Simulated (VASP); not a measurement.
Ga, 2 atoms in the cell. Symmetry: I4_1/amd, No. 141, tetragonal system. The conventional cell has a = 5.191 Å, b = 5.191 Å, c = 2.726 Å, α = 90.00°, β = 90.00°, γ = 90.00°. Within 3.5 Å of Ga (site symmetry -4m2) lie 10 Ga at 2.68 to 3.30 Å. 

| Item | Value |
| --- | --- |
| Program | VASP 6.6.1 |
| Task | single point |
| Functional | r2SCAN |
| Potentials or basis | VASP PAW PBE potentials, release 64 (Ga_d) |
| Cutoff | 520 eV |
| k mesh | 18 × 18 × 18 |
| Occupations | gaussian, width 0.1 eV |
| Spin | no spin polarisation |
| Dipole correction | no |
| Further INCAR settings | ALGO = Normal; EDIFF = 1e-07; NBANDS = 20 |

Potentials or basis: VASP PAW PBE potentials, release 64 (Ga_d).

The run is started by

```bash
$ cat potpaw_PBE.64/Ga_d/POTCAR > POTCAR
$ cp INCAR.step1 INCAR
$ mpirun -np 1 vasp_std > vasp.out
$ cp INCAR.step2 INCAR
$ mpirun -np 1 vasp_std > vasp.out
```

Hardware: 1 thread of Intel Xeon 8259CL, on a shared host.

Q: Estimate the wall time of this run.

A: Run time: 47 min on 1 thread of Intel Xeon 8259CL, with other jobs on the host, peak memory 0.4 GiB. Counts: k points 480.
